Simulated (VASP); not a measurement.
# Be (P6_3/mmc) in VASP: notebook

Runs on Be. Level: PBE+D3(BJ). Tasks: single point, relaxation of cell and atoms.

Program: VASP 6.6.1. These are calculated values, not measurements. Logs are shortened: lines on timing, memory, paths and dates and some standing lists are left out, and cuts for length are marked.

## (1) The cell of the first run

The structure is hexagonal, space group P6_3/mmc (No. 194). Conventional cell: a = 2.216 Å, b = 2.216 Å, c = 3.495 Å, α = 90.00°, β = 90.00°, γ = 120.00°. Be (site symmetry -6m2) has 12 Be at 2.17 to 2.22 Å within 2.9 Å.

## (2) Single point, PBE+D3(BJ)

INCAR reads:

```
  ALGO = Fast
  EDIFF = 1E-6
  ENCUT = 520
  GGA = PE
  ISIF = 2
  ISMEAR = 0
  IVDW = 12
  LASPH = T
  LCHARG = F
  LREAL = F
  LWAVE = F
  NBANDS = 9
  NELM = 80
  PREC = Accurate
  SIGMA = 0.1
```

KPOINTS reads:

```
k-points
0
Gamma
  24 24 12
```

POSCAR reads:

```
Be
1.0
    2.2163864285      0.0000000000      0.0000000000
   -1.1081932142      1.9194469517      0.0000000000
    0.0000000000      0.0000000000      3.4951294941
Be
2
Direct
    0.3333333333      0.6666666667      0.2500000000
    0.6666666667      0.3333333333      0.7500000000
```

Potentials or basis: VASP PAW PBE potentials, release 64 (Be).

Command:

```console
$ cat potpaw_PBE.64/Be/POTCAR > POTCAR
$ mpirun -np 1 vasp_std > vasp.out
```

OUTCAR:

```text
EDIFF = 1E-6
   ENCUT = 520
   GGA = PE
   ISIF = 2
   ISMEAR = 0
   IVDW = 12
   LASPH = T
   LREAL = F
   NELM = 80
   PREC = Accurate
 IVDW          = 12

 ion  position               nearest neighbor table
   1  0.333  0.667  0.250-   2 2.17   2 2.17   2 2.17   2 2.17   2 2.17   2 2.17
   2  0.667  0.333  0.750-   1 2.17   1 2.17   1 2.17   1 2.17   1 2.17   1 2.17

  LATTYP: Found a hexagonal cell.
 ALAT       =     2.2163864285
 C/A-ratio  =     1.5769495108

  Lattice vectors:

 A1 = (   2.2163864285,   0.0000000000,   0.0000000000)
 A2 = (  -1.1081932142,   1.9194469517,   0.0000000000)
 A3 = (   0.0000000000,   0.0000000000,   3.4951294941)

Analysis of symmetry for initial positions (statically):
=====================================================================
 Subroutine PRICEL returns:
 Original cell was already a primitive cell.

 Routine SETGRP: Setting up the symmetry group for a
 hexagonal supercell.

 Subroutine GETGRP returns: Found 24 space group operations
 (whereof 12 operations were pure point group operations)
 out of a pool of 24 trial point group operations.

The static configuration has the point symmetry D_3d.
 The point group associated with its full space group is D_6h.

Analysis of symmetry for dynamics (positions and initial velocities):
=====================================================================
 Subroutine PRICEL returns:
 Original cell was already a primitive cell.

 Routine SETGRP: Setting up the symmetry group for a
 hexagonal supercell.

 Subroutine GETGRP returns: Found 24 space group operations
 (whereof 12 operations were pure point group operations)
 out of a pool of 24 trial point group operations.

The dynamic configuration has the point symmetry D_3d.
 The point group associated with its full space group is D_6h.

 Subroutine INISYM returns: Found 24 space group operations
 (whereof 12 operations are pure point group operations),
 and found     1 'primitive' translations

----------------------------------------------------------------------------------------

                                     Primitive cell

  volume of cell :      14.8691

  direct lattice vectors                    reciprocal lattice vectors
     2.216386428  0.000000000  0.000000000     0.451184860  0.260491700  0.000000000
    -1.108193214  1.919446952  0.000000000     0.000000000  0.520983401  0.000000000
     0.000000000  0.000000000  3.495129494     0.000000000  0.000000000  0.286112432

  length of vectors
     2.216386428  2.216386428  3.495129494     0.520983401  0.520983401  0.286112432

  position of ions in fractional coordinates (direct lattice)
     0.333333333  0.666666667  0.250000000
     0.666666667  0.333333333  0.750000000

  ion indices of the primitive-cell ions
   primitive index   ion index
                 1           1
                 2           2

----------------------------------------------------------------------------------------

 KPOINTS: k-points

Automatic generation of k-mesh.
 Grid dimensions read from file:
 generate k-points for:   24   24   12

 Generating k-lattice:

  Cartesian coordinates                     Fractional coordinates (reciprocal lattice)
     0.018799369  0.010853821  0.000000000     0.041666667  0.000000000  0.000000000
     0.000000000  0.021707642  0.000000000     0.000000000  0.041666667  0.000000000
     0.000000000  0.000000000  0.023842703     0.000000000  0.000000000  0.083333333

  Length of vectors
     0.021707642  0.021707642  0.023842703

  Shift w.r.t. Gamma in fractional coordinates (k-lattice)
     0.000000000  0.000000000  0.000000000

 Subroutine IBZKPT returns following result:
 ===========================================

 Found    427 irreducible k-points:

 Following reciprocal coordinates:
            Coordinates               Weight
  0.000000  0.000000  0.000000      1.000000
  0.041667 -0.000000  0.000000      6.000000
  0.083333  0.000000  0.000000      6.000000
  0.125000 -0.000000  0.000000      6.000000
  0.166667  0.000000  0.000000      6.000000
  0.208333  0.000000  0.000000      6.000000
[... 16 lines left out ...]
  0.416667  0.041667  0.000000     12.000000
  0.458333  0.041667  0.000000     12.000000
 [... further k-points ...]
   k-points           NKPTS =    427   k-points in BZ     NKDIM =    427   number of bands    NBANDS=      9
   number of dos      NEDOS =    301   number of ions     NIONS =      2
   total plane-waves  NPLWV =   7168
   dimension x,y,z NGX =    16 NGY =   16 NGZ =   28
   dimension x,y,z NGXF=    32 NGYF=   32 NGZF=   56
   ions per type =               2
   NGX,Y,Z   is equivalent  to a cutoff of  12.00, 12.00, 13.32 a.u.
   NGXF,Y,Z  is equivalent  to a cutoff of  24.00, 24.00, 26.64 a.u.
 SYSTEM =  unknown system
   PREC   = accura    normal or accurate (medium, high low for compatibility)
   ISTART =      0    job   : 0-new  1-cont  2-samecut
   ICHARG =      2    charge: 1-file 2-atom 10-const
   ISPIN  =      1    spin polarized calculation?
   LNONCOLLINEAR =      F non collinear calculations
   LSORBIT =      F    spin-orbit coupling
   LASPH  =      T    aspherical Exc in radial PAW
   ENCUT  =  520.0 eV  38.22 Ry    6.18 a.u.   4.12  4.12  6.50*2*pi/ulx,y,z
   NELM   =     80;   NELMIN=  2; NELMDL= -5     # of ELM steps
   EDIFF  = 0.1E-05   stopping-criterion for ELM
   LREAL  =      F    real-space projection
   EDIFFG = 0.1E-04   stopping-criterion for IOM
   NSW    =      0    number of steps for IOM
   IBRION =     -1    ionic relax: 0-MD 1-quasi-New 2-CG
   NFREE  =      0    steps in history (QN), initial steepest desc. (CG)
   ISIF   =      2    stress and relaxation
   ISYM   =      2    0-nonsym 1-usesym 2-fastsym
   POTIM  = 0.5000    time-step for ionic-motion
   TEBEG  =    0.0;   TEEND  =   0.0 temperature during run
   PSTRESS=    0.0 pullay stress
   NELECT =       4.0000    total number of electrons
   NUPDOWN=      -1.0000    fix difference up-down
   EMIN   =  10.00;   EMAX   =-10.00  energy-range for DOS
   EFERMI =   0.00;   METHOD = LEGACY
   ISMEAR =     0;   SIGMA  =   0.10  broadening in eV -4-tet -1-fermi 0-gaus
   EFERMI_NEDOS =   21; number of points for ismear=-14 and -15
   IALGO  =     68    algorithm
   IMIX   =      4    mixing-type and parameters
     AMIX     =   0.40;   BMIX     =  1.00
     AMIX_MAG =   1.60;   BMIX_MAG =  1.00
  volume/ion in A,a.u.               =       7.43        50.17
  Fermi-wavevector in a.u.,A,eV,Ry     =   1.056817  1.997095 15.195838  1.116863
  Thomas-Fermi vector in A             =   2.192067
   LORBIT       =      0    0 simple, 1 ext, 2 COOP (PROOUT), +10 PAW based schemes
   GGA     = PE    functional components
   LHFCALC =     F    Hartree Fock is set to
   AEXX    =    0.0000 exact exchange contribution
   IVDW    =    12    specifies the selected vdW correction
   LEPSILON=     F    determine dielectric tensor
   LRPA    =     F    only Hartree local field effects (RPA)
 non-spin polarized calculation
 RMM-DIIS sequential band-by-band and
 Gauss-broadening in eV      SIGMA  =   0.10
  energy-cutoff  :      520.00
  volume of cell :       14.87
 maximum number of plane-waves:       418
   NGX =  9   NGY =  9   NGZ = 13

 number of electron       4.0000000 magnetization

 Free energy of the ion-electron system (eV)
  ---------------------------------------------------
  ext. energy  EPLUGINS =         0.00000000
  ---------------------------------------------------
  free energy    TOTEN  =        -7.50758677 eV

  energy without entropy =       -7.50654024  energy(sigma->0) =       -7.50706350

 E-fermi :   7.5034     XC(G=0): -10.8096

 val. band max:        7.4711320487   @ k =   0.2917   0.2917   0.0000
 cond. band min:       7.5075696005   @ k =   0.2917   0.2917   0.0833
 fundamental gap:      0.0364375518
 Fermi energy:         7.5033695181

 k-point     1 :       0.0000    0.0000    0.0000
  band No.  band energies     occupation
      1      -4.1519      2.00000
      2       2.8595      2.00000
      3       8.8413      0.00000
      4      24.3581      0.00000
      5      24.3581      0.00000
      6      27.3221      0.00000
      7      27.3221      0.00000
      8      29.4963      0.00000
      9      35.7100      0.00000

 k-point     2 :       0.0417   -0.0000    0.0000
  band No.  band energies     occupation
      1      -4.1008      2.00000
      2       2.9279      2.00000
      3       8.8538      0.00000
      4      23.9073      0.00000
      5      23.9990      0.00000
      6      27.3354      0.00000
      7      27.5312      0.00000
      8      29.4013      0.00000
      9      34.7258      0.00000

 k-point     3 :       0.0833    0.0000    0.0000
  band No.  band energies     occupation
      1      -3.9476      2.00000
      2       3.1329      2.00000
      3       8.8897      0.00000
      4      22.7263      0.00000
      5      23.1953      0.00000
      6      27.3420      0.00000
      7      27.8594      0.00000
      8      29.0861      0.00000
      9      33.1528      0.00000

 k-point     4 :       0.1250   -0.0000    0.0000
  band No.  band energies     occupation
      1      -3.6920      2.00000
      2       3.4741      2.00000
      3       8.9424      0.00000
      4      21.1336      0.00000
      5      22.2599      0.00000
      6      27.2841      0.00000
      7      27.9739      0.00000
      8      28.4645      0.00000
      9      31.4123      0.00000
[... 205 lines left out ...]
 k-point    22 :       0.3750    0.0417    0.0000
  band No.  band energies     occupation
      1       0.4592      2.00000
      2       6.5913      2.00000
      3       8.9345      0.00000
      4      14.0684      0.00000
      5      17.2107      0.00000
      6      17.4744      0.00000
      7      20.3854      0.00000
      8      25.5596      0.00000
      9      28.6026      0.00000

 k-point    23 :       0.4167    0.0417    0.0000
  band No.  band energies     occupation
      1       1.3923      2.00000
      2       5.4788      2.00000
      3      10.1465      0.00000
      4      14.3394      0.00000
      5      15.7898      0.00000
      6      16.7185      0.00000
      7      19.5969      0.00000
      8      25.3596      0.00000
      9      28.6196      0.00000

 k-point    24 :       0.4583    0.0417    0.0000
  band No.  band energies     occupation
      1       2.1996      2.00000
      2       4.5600      2.00000
      3      11.1816      0.00000
      4      14.5151      0.00000
      5      14.6428      0.00000
      6      16.3378      0.00000
      7      19.1870      0.00000
      8      25.2580      0.00000
      9      28.6307      0.00000

 [... further k-points ...]

------------------------ aborting loop because EDIFF is reached ----------------------------------------

 Edisp (eV)   -0.75695

 E8    (eV) :    -0.2625

  FORCE on cell =-STRESS in cart. coord.  units (eV):
  Direction    XX          YY          ZZ          XY          YZ          ZX
  --------------------------------------------------------------------------------------
  -------------------------------------------------------------------------------------
  Total       0.01389     0.01389     0.01965     0.00000     0.00000     0.00000
  in kB       1.49625     1.49625     2.11695     0.00000     0.00000     0.00000
  external pressure =        1.70 kB  Pullay stress =        0.00 kB

 VOLUME and BASIS-vectors are now :
 -----------------------------------------------------------------------------
  energy-cutoff  :      520.00
  volume of cell :       14.87
      direct lattice vectors                 reciprocal lattice vectors
     2.216386428  0.000000000  0.000000000     0.451184860  0.260491700  0.000000000
    -1.108193214  1.919446952  0.000000000     0.000000000  0.520983401  0.000000000
     0.000000000  0.000000000  3.495129494     0.000000000  0.000000000  0.286112432

 POSITION                                       TOTAL-FORCE (eV/Angst)
 -----------------------------------------------------------------------------------
     -0.00000      1.27963      0.87378        -0.000000     -0.000000      0.000000
      1.10819      0.63982      2.62135         0.000000      0.000000      0.000000
 -----------------------------------------------------------------------------------
    total drift:                                0.000000     -0.000000      0.000000

  FREE ENERGIE OF THE ION-ELECTRON SYSTEM (eV)
  ---------------------------------------------------
  free  energy   TOTEN  =        -8.2645374968 eV

  energy  without entropy=       -8.2634909732  energy(sigma->0) =       -8.26401423
```

Run time: 31 s. Hardware: 1 thread of Intel Xeon 8259CL, shared host; peak memory 0.17 GiB.

Results:

| Property | Result |
| --- | --- |
| Free energy | -8.2645 eV |
| Pressure | 0.2 GPa |
| Band gap on the k mesh | zero (bands 2 and 3 overlap by 2.15 eV) |
| Dispersion energy per atom | -0.378 eV |

## (3) Relaxation of cell and atoms, PBE+D3(BJ)

This run uses another cell than the first one, of 7.91 Å³/atom.

INCAR reads:

```
SYSTEM = Be
PREC     = Accurate       ! precision mode
ENCUT    = 600            ! plane-wave cutoff, eV
EDIFF    = 1E-6           ! SCF threshold, eV
ISMEAR   = 0              ! smearing method
SIGMA    = 0.1            ! smearing width, eV
LREAL    = .False.        ! projectors in reciprocal space
LASPH    = .True.         ! aspherical terms in the spheres
NELM     = 100            ! most SCF steps
ALGO     = Normal         ! electronic algorithm
ISIF     = 3              ! what is computed and relaxed
LWAVE    = .False.        ! write WAVECAR
LCHARG   = .False.        ! write CHGCAR
GGA      = PE             ! functional
IVDW     = 12             ! dispersion correction
IBRION   = 2              ! ionic algorithm
NSW      = 70             ! ionic steps
EDIFFG   = -0.005         ! ionic threshold
```

KPOINTS reads:

```
Automatic mesh
0
Gamma
  24 24 12
  0 0 0
```

POSCAR reads:

```
Be
1.0
    2.2649667896      0.0000000000      0.0000000000
   -1.1324833948      1.9615187785      0.0000000000
    0.0000000000      0.0000000000      3.5610714428
Be
2
Direct
    0.3333333333      0.6666666667      0.2500000000
    0.6666666667      0.3333333333      0.7500000000
```

Potentials or basis: VASP PAW PBE potentials, release 64 (Be).

Command:

```console
$ cat potpaw_PBE.64/Be/POTCAR > POTCAR
$ mpirun -np 1 vasp_std > vasp.out
```

Wall time 98 s (1 thread of Intel Xeon 8259CL, shared host); peak memory 0.17 GiB.

The run converged. Its results:

```
Free energy                           : -8.2646 eV
Relaxed volume                        : 7.44 Å³/atom
Relaxed cell                          : a = 2.217 Å, b = 2.217 Å, c = 3.497 Å, α = 90.00°, β = 90.00°, γ = 120.00°
Space group after relaxing (to 0.1 Å) : P6_3/mmc (No. 194)
Energy gained by relaxing             : 11.2 meV/atom
Ionic steps                           : 7
Pressure after relaxing               : 0.0 GPa
Band gap on the k mesh                : zero (bands 2 and 3 overlap by 2.14 eV)
Dispersion energy per atom            : -0.378 eV
```

Step by step:
| step | energy change (eV) | largest force (eV/Å) | pressure (GPa) | volume (Å³) |
| --- | --- | --- | --- | --- |
| 1 | 0.0000 | 0.0000 | -7.31 | 15.82 |
| 2 | -0.0218 | 0.0000 | -1.03 | 15.01 |
| 3 | -0.0222 | 0.0000 | -0.04 | 14.90 |
| 4 | -0.0222 | 0.0000 | 0.13 | 14.88 |
| 5 | -0.0223 | 0.0000 | 0.13 | 14.87 |
| 6 | -0.0223 | 0.0000 | 0.13 | 14.87 |
| 7 | -0.0223 | 0.0000 | 0.01 | 14.89 |

Final structure:
```cif
data_structure
_symmetry_space_group_name_H-M 'P 1'
_symmetry_Int_Tables_number 1
_cell_length_a 2.2172
_cell_length_b 2.2172
_cell_length_c 3.4967
_cell_angle_alpha 90.000
_cell_angle_beta 90.000
_cell_angle_gamma 120.000
_cell_volume 14.89
loop_
_atom_site_label
_atom_site_type_symbol
_atom_site_fract_x
_atom_site_fract_y
_atom_site_fract_z
_atom_site_occupancy
Be1 Be 0.33333 0.66667 0.25000 1
Be2 Be 0.66667 0.33333 0.75000 1
```

Levels at points of the mesh, in eV from the Fermi level:
```
           k point  band 1  band 2  band 3  band 4  band 5  band 6
(0.00, 0.00, 0.00)  -11.65   -4.64    1.33   16.84   16.84   19.80
(0.50, 0.00, 0.00)   -5.19   -3.15    3.82    6.74    7.19    9.91
(0.00, 0.00, 0.50)   -9.44   -9.44   11.21   11.21   18.57   18.57
(0.50, 0.00, 0.50)   -3.77   -3.77    1.81    1.81   12.63   12.63
```
